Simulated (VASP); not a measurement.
A run of VASP 6.6.1 is set up as follows.

Contents of INCAR:

```
SYSTEM = AlNi3
ALGO = Normal
EDIFF = 1E-6
ENCUT = 520
GGA = PS
ISIF = 2
ISMEAR = -1
ISPIN = 2
LASPH = .TRUE.
LCHARG = .FALSE.
LMAXMIX = 4
LORBIT = 11
LREAL = .FALSE.
LWAVE = .FALSE.
MAGMOM = 1 -0.5 1 0
NBANDS = 28
NELM = 150
PREC = Accurate
SIGMA = 0.05
```

KPOINTS

```
k-points
0
G
  6 6 6
  0 0 0
```

Contents of POSCAR:

```
AlNi3
1.0
    3.5230547267      0.0000000000      0.0000000000
    0.0000000000      3.5230547267      0.0000000000
    0.0000000000      0.0000000000      3.5230547267
Ni Al
3 1
Direct
    0.5000000000      0.5000000000      0.0000000000
    0.5000000000      0.0000000000      0.5000000000
    0.0000000000      0.5000000000      0.5000000000
    0.0000000000      0.0000000000      0.0000000000
```

Potentials or basis: VASP PAW PBE potentials, release 64 (Ni, Al).

Command:

```console
$ cat potpaw_PBE.64/Ni/POTCAR potpaw_PBE.64/Al/POTCAR > POTCAR
$ mpirun -np 1 vasp_std > vasp.out
```

**Question.** Estimate the site moments.

**Answer.** Ni +0.23; Al -0.01 μB.

**Question.** Predict the net moment.

**Answer.** 0.66 μB per cell.
